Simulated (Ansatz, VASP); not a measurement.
**One calculation of Mo, two programs**

```
Mo
1.0
    -1.68883    1.57100    1.57100
     1.68883   -1.57100    1.57100
     1.68883    1.57100   -1.57100
Mo
1
Cartesian
  0.0000 0.0000 0.0000
```

Change from the starting cell: strain +0.0750 x Voigt [1, 0, 0, 0, 0, 0], atoms carried along.

Alike in both runs: task single point; functional LDA; k mesh 22 × 22 × 22; occupations gaussian, width 0.15 eV; no spin polarisation.

|  | VASP | Ansatz |
| --- | --- | --- |
| version | VASP 6.6.1 | Ansatz 0.2.0 |
| potentials or method | VASP PAW LDA potentials, release 64 (Mo_sv), cutoff 520 eV | scalar-relativistic, plane waves, PAW |
| valence electrons in the cell | 14 | 14 |

|  | VASP | Ansatz | Ansatz less VASP |
| --- | --- | --- | --- |
| gap on the k mesh at the Fermi level (eV) | none | none | - |
| pressure (GPa) | -22.6 | -23.4 | -0.79 |
| traceless stress, the component that is largest in VASP (GPa) | -11.44 | -11.43 | +0.011 |

LDA's correlation is that of Perdew and Zunger in VASP and of Perdew and Wang (1992) in Ansatz. A gap of «none» marks a metal or a gap that the smearing closes.
